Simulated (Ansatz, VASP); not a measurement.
## SiNi: VASP beside Ansatz

```
Ni Si
1.0
     5.18033    0.00000    0.00000
     0.00000    3.35551    0.00000
     0.00000    0.00000    5.59827
Ni Si
4 4
Direct
  0.99299 0.75000 0.18887
  0.00701 0.25000 0.81113
  0.50701 0.25000 0.68887
  0.49299 0.75000 0.31113
  0.81164 0.75000 0.58840
  0.18836 0.25000 0.41160
  0.68836 0.25000 0.08840
  0.31164 0.75000 0.91160
```

Alike in both runs: task relaxation of cell and atoms; functional PBEsol; k mesh 8 × 10 × 6; occupations gaussian, width 0.1 eV; no spin polarisation.

|  | VASP | Ansatz |
| --- | --- | --- |
| version | VASP 6.6.1 | Ansatz 0.2.0 |
| potentials or method | VASP PAW PBE potentials, release 64 (Ni, Si), cutoff 600 eV | scalar-relativistic, plane waves, PAW |
| valence electrons in the cell | 56 | 88 |

VASP gave:

| Quantity | Value |
| --- | --- |
| gap on the k mesh at the Fermi level, each at its own relaxed structure (eV) | none |
| relaxed volume (Å³/atom) | 11.81 |
| relaxed cell length with the largest relative difference (Å) | 3.352 |

Task: Estimate Ansatz's values.

Result: gap on the k mesh at the Fermi level, each at its own relaxed structure (eV): none; relaxed volume (Å³/atom): 11.80; relaxed cell length with the largest relative difference (Å): 3.359.

VASP's potentials were made for PBE, not for PBEsol. A gap of «none» marks a metal or a gap that the smearing closes. VASP's potentials hold 56 valence electrons a cell and Ansatz's 88, so a difference there can come from the potentials and not from the codes.
